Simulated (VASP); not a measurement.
Set up this calculation in VASP 6.6.1, as the native input.

```
Task                   : single point
Functional             : PBE
Potentials or basis    : VASP PAW PBE potentials, release 64 (K_sv, Pt)
Cutoff                 : 520 eV
k mesh                 : 11 × 11 × 6
Occupations            : gaussian, width 0.05 eV
Spin                   : no spin polarisation
Dipole correction      : no
Further INCAR settings : ALGO = Normal; EDIFF = 1e-06; NBANDS = 16
```

The structure of KPt lies in POSCAR:

```
KPt
1.0
    3.0305602888      0.0000000000      0.0000000000
   -1.5152806494      2.6245424656      0.0000000000
    0.0000000000      0.0000000000      5.3985079571
K Pt
1 1
Direct
    0.3333333333      0.6666666667      0.5000000000
    0.0000000000      0.0000000000      0.0000000000
```

The input as run:

INCAR

```
PREC = Accurate
ENCUT = 520
EDIFF = 1E-6
ISMEAR = 0
SIGMA = 0.05
LREAL = F
LASPH = T
NELM = 60
ALGO = Normal
ISIF = 2
LWAVE = F
LCHARG = F
GGA = PE
NBANDS = 16
```

KPOINTS

```
regular mesh
0
Gamma
  11 11 6
```

Potentials or basis: VASP PAW PBE potentials, release 64 (K_sv, Pt).

Launch:

```bash
$ cat potpaw_PBE.64/K_sv/POTCAR potpaw_PBE.64/Pt/POTCAR > POTCAR
$ mpirun -np 1 vasp_std > vasp.out
```

It gave:

```
Pressure               : -1.2 GPa
Band gap on the k mesh : zero (an odd number of electrons rules out a gap without spin polarisation)
```

Caveat: spin-orbit coupling is left out, which moves the levels of the heavy elements.

Wall time 57 s on 1 thread of Intel Xeon 8259CL, on a shared host, peak memory 0.19 GiB.
